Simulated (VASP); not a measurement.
A run of VASP 6.6.1:

The input INCAR:

```
PREC = Accurate
ENCUT = 520
EDIFF = 1E-7
ISMEAR = 0
SIGMA = 0.1
LREAL = False
LASPH = True
NELM = 80
ALGO = Normal
ISIF = 2
LWAVE = False
LCHARG = False
GGA = CA
NBANDS = 42
```

The input KPOINTS:

```
Automatic mesh
0
Gamma
  9 9 6
```

The input POSCAR:

```
NbSi2
1.0
    4.7441133489      0.0000000000      0.0000000000
   -2.3720566744      4.1085226786      0.0000000000
    0.0000000000      0.0000000000      6.5373012757
Nb Si
3 6
Direct
    0.5000000000      0.0000000000      0.5000000000
    0.5000000000      0.5000000000      0.8333333333
    0.0000000000      0.5000000000      0.1666666667
    0.1596027738      0.3192055475      0.5000000000
    0.8403972262      0.1596027738      0.8333333333
    0.6807944525      0.8403972262      0.1666666667
    0.8403972262      0.6807944525      0.5000000000
    0.1596027738      0.8403972262      0.8333333333
    0.3192055475      0.1596027738      0.1666666667
```

Potentials or basis: VASP PAW LDA potentials, release 64 (Nb_sv, Si).

Command:

```sh
$ cat potpaw_LDA.64/Nb_sv/POTCAR potpaw_LDA.64/Si/POTCAR > POTCAR
$ mpirun -np 1 vasp_std > vasp.out
```

Hardware: 1 thread of AMD EPYC 7R43 64-Core Processor (Zen 3), on a shared host.

Estimate the wall time of this run.

Run time: 7.8 min on 1 thread of AMD EPYC 7R43 64-Core Processor (Zen 3) (shared host), peak memory 0.28 GiB. Counts: scf iterations 14, k points 48.
